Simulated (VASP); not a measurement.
TiO: relaxation of cell and atoms with PBEsol

Crystal: TiO.

```
CELL_PARAMETERS angstrom
4.98909 0.00000 0.00000
-2.49454 4.32068 0.00000
0.00000 0.00000 2.87331
ATOMIC_POSITIONS crystal
Ti 0.66667 0.33333 0.50000
Ti 0.33333 0.66667 0.50000
Ti 0.00000 0.00000 0.00000
O 0.60556 0.60556 0.00000
O 0.39444 0.00000 0.00000
O 0.00000 0.39444 0.00000
```

```
Program                : VASP 6.6.1
Task                   : relaxation of cell and atoms
Functional             : PBEsol
Potentials or basis    : VASP PAW PBE potentials, release 64 (Ti_sv, O)
Cutoff                 : 600 eV
k mesh                 : 6 × 6 × 6
Occupations            : gaussian, width 0.1 eV
Spin                   : no spin polarisation
Dipole correction      : no
Further INCAR settings : ALGO = Normal; EDIFF = 1e-07; IBRION = 2; EDIFFG = -0.01; NSW = 80; ISIF = 3
```

| Quantity | Value |
| --- | --- |
| Relaxed volume | 10.09 Å³/atom |
| Relaxed cell | a = 4.957 Å, b = 4.957 Å, c = 2.845 Å, α = 90.00°, β = 90.00°, γ = 120.00° |
| Space group after relaxing (to 0.1 Å) | P-62m (No. 189) |
| Energy gained by relaxing | 4.0 meV/atom |
| Ionic steps | 7 |
| Pressure after relaxing | -0.1 GPa |
| Band gap on the k mesh | zero (bands 27 and 28 overlap by 1.51 eV) |

Step by step:
| step | energy change (eV) | largest force (eV/Å) | pressure (GPa) | volume (Å³) |
| --- | --- | --- | --- | --- |
| 1 | 0.0000 | 0.0073 | -5.20 | 61.94 |
| 2 | 0.0079 | 0.1421 | 6.63 | 58.99 |
| 3 | -0.0235 | 0.0612 | 0.01 | 60.54 |
| 4 | -0.0235 | 0.0626 | 0.11 | 60.52 |
| 5 | -0.0240 | 0.0122 | 0.08 | 60.50 |
| 6 | -0.0240 | 0.0088 | 0.09 | 60.50 |
| 7 | -0.0240 | 0.0018 | -0.09 | 60.55 |

Final structure:
```
Ti O
1.0
     4.95746    0.00000    0.00000
    -2.47873    4.29329    0.00000
     0.00000    0.00000    2.84474
Ti O
3 3
Direct
  0.66667 0.33333 0.50000
  0.33333 0.66667 0.50000
  0.00000 0.00000 0.00000
  0.60493 0.60493 0.00000
  0.39507 0.00000 0.00000
  0.00000 0.39507 0.00000
```

Levels at points of the mesh, in eV from the Fermi level:
```
           k point  band 25  band 26  band 27  band 28  band 29  band 30
(0.00, 0.00, 0.00)    -3.46    -0.85    -0.84    -0.84     0.32     0.32
(0.50, 0.00, 0.00)    -2.52    -2.12    -1.82     0.41     0.93     1.14
(0.00, 0.00, 0.50)    -2.01    -2.01     0.66     1.07     1.07     1.21
(0.50, 0.00, 0.50)    -2.06    -1.44    -0.55     0.51     0.67     1.66
```

Wall time 4.1 min on 1 thread of AMD EPYC 9R45 96-Core Processor (Zen 5), on a shared host, peak memory 0.19 GiB.

Caveat: the k points lie up to 0.37 Å⁻¹ apart in the final cell, too coarse for converged energies and pressures of a metal; the PAW data sets were made with another functional, which shifts forces and pressure a little; semilocal functionals often make such compounds metallic where correlation or magnetic order opens a gap, which also shifts bond lengths.
